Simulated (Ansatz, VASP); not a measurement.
**One calculation of MgO, two programs**

```
Mg O
1.0
     3.54010    0.00000    0.00000
    -1.77005    3.06582    0.00000
     0.00000    0.00000    4.12740
Mg O
2 2
Direct
  0.66667 0.33333 0.75000
  0.33333 0.66667 0.25000
  0.66667 0.33333 0.25000
  0.33333 0.66667 0.75000
```

Alike in both runs: task single point; functional PBE; k mesh 9 × 9 × 6; occupations gaussian, width 0.05 eV; no spin polarisation.

|  | VASP | Ansatz |
| --- | --- | --- |
| version | VASP 6.6.1 | Ansatz 0.2.0 |
| potentials or method | VASP PAW PBE potentials, release 64 (Mg, O), cutoff 520 eV | scalar-relativistic, plane waves, PAW |
| valence electrons in the cell | 16 | 32 |

```csv
,VASP,Ansatz,Ansatz less VASP
gap on the k mesh at the Fermi level (eV),3.38,3.40,+0.020
least direct gap on the mesh (eV),3.38,3.40,+0.020
pressure (GPa),1.9,2.5,+0.58
"traceless stress, the component that is largest in VASP (GPa)",3.81,3.89,+0.087
```

The functional is the same, so the differences come from potentials, cutoffs and numerics. VASP's potentials hold 16 valence electrons a cell and Ansatz's 32, so a difference there can come from the potentials and not from the codes.
